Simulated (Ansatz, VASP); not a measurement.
# KF in VASP and in Ansatz

```
K F
1.0
     0.00000    2.67185    2.67185
     2.67185    0.00000    2.67185
     2.67185    2.67185    0.00000
K F
1 1
Direct
  0.00000 0.00000 0.00000
  0.50000 0.50000 0.50000
```

Alike in both runs: task single point; functional PBEsol; k mesh 6 × 6 × 6; no spin polarisation.

|  | VASP | Ansatz |
| --- | --- | --- |
| version | VASP 6.6.1 | Ansatz 0.2.0 |
| potentials or method | VASP PAW PBE potentials, release 64 (K_sv, F), cutoff 520 eV | plane waves, PAW |
| occupations | gaussian, width 0.01 eV | fixed |
| valence electrons in the cell | 16 | 16 |

```csv
,VASP,Ansatz,Ansatz less VASP
gap on the k mesh at the Fermi level (eV),6.03,6.05,+0.016
pressure (GPa),-0.6,-0.7,-0.04
```

VASP's potentials were made for PBE, not for PBEsol.
